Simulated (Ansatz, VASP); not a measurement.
Two plane-wave programs on Zr2F3

```xyz
5
Lattice="2.9806 0.0000 0.0000 0.0000 5.0353 0.0000 0.0000 0.0000 7.6152" Properties=species:S:1:pos:R:3 pbc="T T T"
Zr    1.4903    0.0000    5.9007
Zr    1.4903    0.0000    1.7145
F     1.4903    3.7969    0.0000
F     1.4903    1.2385    0.0000
F     1.4903    0.0000    3.8076
```

Alike in both runs: functional PBE; k mesh 12 × 8 × 6; occupations gaussian, width 0.1 eV; no spin polarisation.

Ansatz relaxed the structure, and its values are those at the end. VASP's run is a single point on that final structure, the one shown.

|  | VASP | Ansatz |
| --- | --- | --- |
| version | VASP 6.6.1 | Ansatz 0.2.0 |
| potentials or method | VASP PAW PBE potentials, release 64 (Zr_sv, F), cutoff 520 eV | scalar-relativistic, plane waves, PAW |
| valence electrons in the cell | 45 | 45 |

```csv
,VASP,Ansatz,Ansatz less VASP
gap on the k mesh at the Fermi level (eV),none,none,-
pressure (GPa),0.1,0.0,-0.06
rms of the force components (eV/Å),0.021,0.000,-0.0206
```

A gap of «none» marks a metal or a gap that the smearing closes.
